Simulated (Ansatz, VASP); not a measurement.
**Two plane-wave programs on InAs**

```
In As
1.0
     0.00000    3.01295    3.01295
     3.01295    0.00000    3.01295
     3.01295    3.01295    0.00000
In As
1 1
Direct
  0.00000 0.00000 0.00000
  0.25000 0.25000 0.25000
```

Alike in both runs: task single point; functional LDA; k mesh 12 × 12 × 12; occupations gaussian, width 0.1 eV; no spin polarisation.

|  | VASP | Ansatz |
| --- | --- | --- |
| version | VASP 6.6.1 | Ansatz 0.2.0 |
| potentials or method | VASP PAW LDA potentials, release 64 (In_d, As), cutoff 500 eV | scalar-relativistic, plane waves, PAW |
| valence electrons in the cell | 18 | 28 |

```csv
,VASP,Ansatz,Ansatz less VASP
gap on the k mesh at the Fermi level (eV),none,none,-
pressure (GPa),0.1,0.0,-0.15
```

Ansatz warns that its potentials were made for another functional, while VASP's fit it. LDA's correlation is that of Perdew and Zunger in VASP and of Perdew and Wang (1992) in Ansatz. A gap of «none» marks a metal or a gap that the smearing closes. VASP's potentials hold 18 valence electrons a cell and Ansatz's 28, so a difference there can come from the potentials and not from the codes.
